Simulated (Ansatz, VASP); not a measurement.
# Two plane-wave programs on Si

```
CELL_PARAMETERS angstrom
2.63919 0.00000 0.00000
-1.31960 2.28561 0.00000
0.00000 0.00000 4.62145
ATOMIC_POSITIONS crystal
Si 0.33333 0.66667 0.25000
Si 0.66667 0.33333 0.75000
```

Change from the starting cell: strain +0.000 along x and y, +0.015 along z, atoms carried along.

Alike in both runs: task single point; functional r2SCAN; k mesh 24 × 24 × 14; occupations gaussian, width 0.15 eV; no spin polarisation.

|  | VASP | Ansatz |
| --- | --- | --- |
| version | VASP 6.6.1 | Ansatz 0.2.0 |
| potentials or method | VASP PAW PBE potentials, release 64 (Si), cutoff 520 eV | scalar-relativistic, plane waves, PAW |
| valence electrons in the cell | 8 | 8 |

VASP gave:

```
gap on the k mesh at the Fermi level (eV)                     : none
pressure (GPa)                                                : -1.2
traceless stress, the component that is largest in VASP (GPa) : -1.55
```

Problem. Which values does Ansatz return?

Solution. gap on the k mesh at the Fermi level (eV): none; pressure (GPa): -1.2; traceless stress, the component that is largest in VASP (GPa): -1.58.

VASP's potentials were made for PBE, not for r2SCAN. A gap of «none» marks a metal or a gap that the smearing closes.
